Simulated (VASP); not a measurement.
Wanted: the native input for a VASP 6.6.1 run.

* Task: single point
* Functional: r2SCAN
* Potentials or basis: VASP PAW PBE potentials, release 64 (Ti_sv, Co)
* Cutoff: 520 eV
* k mesh: 10 × 10 × 10
* Occupations: gaussian, width 0.1 eV
* Spin: collinear spin, ferromagnetic start
* Starting moments: [0.4, 0.4, 0.4, 0.4, 1.98, 1.98] μB
* Dipole correction: no
* Further INCAR settings: ALGO = Normal; EDIFF = 1e-06; NBANDS = 46

The system is Ti2Co.

```xyz
6
Lattice="0.0000 3.5647 3.5647 3.5647 0.0000 3.5647 3.5647 3.5647 0.0000" Properties=species:S:1:pos:R:3 pbc="T T T"
Ti    4.4559    4.4559    4.4559
Ti    4.4559    2.6735    2.6735
Ti    2.6735    2.6735    4.4559
Ti    2.6735    4.4559    2.6735
Co    0.0000    0.0000    0.0000
Co    1.7824    1.7824    1.7824
```

The input as run:

POSCAR

```
Ti2Co
1.0
    0.0000000000      3.5647269140      3.5647269140
    3.5647269140      0.0000000000      3.5647269140
    3.5647269140      3.5647269140      0.0000000000
Ti Co
4 2
Direct
    0.6250000000      0.6250000000      0.6250000000
    0.1250000000      0.6250000000      0.6250000000
    0.6250000000      0.6250000000      0.1250000000
    0.6250000000      0.1250000000      0.6250000000
    0.0000000000      0.0000000000      0.0000000000
    0.2500000000      0.2500000000      0.2500000000
```

INCAR.step1

```
SYSTEM = Ti2Co
PREC = Accurate
ENCUT = 520
ISMEAR = 0
SIGMA = 0.1
LREAL = .False.
LASPH = .True.
NELM = 150
ISPIN = 2
MAGMOM = 0.4 0.4 0.4 0.4 1.98 1.98
LMAXMIX = 4
NBANDS = 46
GGA = PE
ALGO = Normal
EDIFF = 1E-4
LWAVE = .True.
LCHARG = .False.
```

INCAR.step2

```
SYSTEM = Ti2Co
PREC = Accurate
ENCUT = 520
EDIFF = 1E-6
ISMEAR = 0
SIGMA = 0.1
LREAL = .False.
LASPH = .True.
NELM = 150
ALGO = Normal
ISIF = 2
LWAVE = .False.
LCHARG = .False.
ISPIN = 2
MAGMOM = 0.4 0.4 0.4 0.4 1.98 1.98
LORBIT = 11
LMAXMIX = 4
METAGGA = R2SCAN
LMIXTAU = .True.
NBANDS = 46
ISTART = 1
```

KPOINTS

```
Automatic mesh
0
Gamma
  10 10 10
  0 0 0
```

Potentials or basis: VASP PAW PBE potentials, release 64 (Ti_sv, Co).

The run is started by

```sh
$ cat potpaw_PBE.64/Ti_sv/POTCAR potpaw_PBE.64/Co/POTCAR > POTCAR
$ cp INCAR.step1 INCAR
$ mpirun -np 1 vasp_std > vasp.out
$ cp INCAR.step2 INCAR
$ mpirun -np 1 vasp_std > vasp.out
```

Results of the run:

```json
{"Pressure": "0.5 GPa", "Net moment": "4.81 μB per cell", "Site moments": "Ti +0.41; Co +1.73 μB", "Valence electrons inside the program's atomic spheres": "Ti 10.49; Co 7.91"}
```

Caveat: the PAW data sets were made with another functional, which shifts forces and pressure a little.

Run time: 51 min on 1 thread of Oxide Virtual Turin-like Processor, on a shared host, peak memory 0.48 GiB.
